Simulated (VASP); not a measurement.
Set up this calculation in VASP 6.6.1, as the native input.

```
Task                   : single point
Functional             : PBE
Potentials or basis    : VASP PAW PBE potentials, release 64 (B)
Cutoff                 : 500 eV
k mesh                 : 23 × 23 × 2
Occupations            : fermi-dirac, width 0.1 eV
Spin                   : no spin polarisation
Dipole correction      : no
Further INCAR settings : ALGO = Normal; EDIFF = 1e-06; NBANDS = 14
```

The structure of B lies in POSCAR:

```
B
1.0
    1.7151875573      0.0000000000      0.0000000000
   -0.8575937786      1.4853959969      0.0000000000
    0.0000000000      0.0000000000     18.3282914819
B
4
Direct
    1.0000000000      1.0000000000      1.0000000000
    1.0000000000      1.0000000000      0.5000000000
    0.3333333333      0.6666666667      0.2500000000
    0.6666666667      0.3333333333      0.7500000000
```

The input as run:

INCAR

```
PREC = Accurate ; ENCUT = 500
EDIFF = 1E-6 ; ISMEAR = -1
SIGMA = 0.1 ; LREAL = F
LASPH = T ; NELM = 120
ALGO = Normal ; ISIF = 2
LWAVE = F ; LCHARG = T
GGA = PE ; LELF = T
LVHAR = T ; NBANDS = 14
GGA_COMPAT = F
```

KPOINTS

```
Automatic mesh
0
Gamma
  23 23 2
```

Potentials or basis: VASP PAW PBE potentials, release 64 (B).

Run with:

```sh
$ cat potpaw_PBE.64/B/POTCAR > POTCAR
$ mpirun -np 1 vasp_std > vasp.out
```

Results of the run:

```
Pressure               : -1.3 GPa
Band gap on the k mesh : zero (band 6 reaches 6.69 eV, above the bottom of band 7 at -4.28 eV)
```

Caveat: this functional lacks dispersion, which binds the layers, so the pressure and a relaxed spacing across them are unreliable.

Wall time 92 s on 1 thread of AMD EPYC 7R43 64-Core Processor (Zen 3), with other jobs on the host, peak memory 0.15 GiB.
